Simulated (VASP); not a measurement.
## HfC: single point with PBEsol

HfC:

```
CELL_PARAMETERS angstrom
2.30373 2.30373 0.00000
-2.30373 2.30373 0.00000
0.00000 2.30373 2.30373
ATOMIC_POSITIONS crystal
Hf 0.50000 0.50000 0.00000
C 0.00000 0.00000 0.00000
```

- Program: VASP 6.6.1
- Task: single point
- Functional: PBEsol
- Potentials or basis: VASP PAW PBE potentials, release 64 (Hf_pv, C)
- Cutoff: 600 eV
- k mesh: 12 × 12 × 12
- Occupations: fermi-dirac, width 0.1 eV
- Spin: no spin polarisation
- Dipole correction: no
- Further INCAR settings: ALGO = Normal; EDIFF = 1e-06; NBANDS = 14

```json
{
 "Pressure": "-0.5 GPa",
 "Band gap on the k mesh": "zero (band 7 reaches 7.06 eV, above the bottom of band 8 at 5.60 eV)"
}
```

Levels at points of the mesh, in eV from the Fermi level:
```
           k point  band 3  band 4  band 5  band 6  band 7  band 8  band 9  band 10  band 11  band 12
(0.00, 0.00, 0.00)  -29.36  -12.42    1.05    1.05    1.05    1.36    1.36     1.36     3.46     3.46
(0.50, 0.00, 0.00)  -29.43   -8.45   -6.29   -3.08   -3.08    5.46    5.46     5.95     6.66    11.79
(0.50, 0.50, 0.00)  -29.62  -10.48   -2.55   -1.92   -0.04   -0.04    5.47     6.95     6.95     8.71
```

Wall time 27 s on 1 thread of Intel(R) Xeon(R) Platinum 8375C CPU @ 2.90GHz (Ice Lake), on a shared host, peak memory 0.17 GiB.

Caveat: the PAW data sets were made with another functional, which shifts forces and pressure a little; spin-orbit coupling is left out, which moves the levels of the heavy elements.
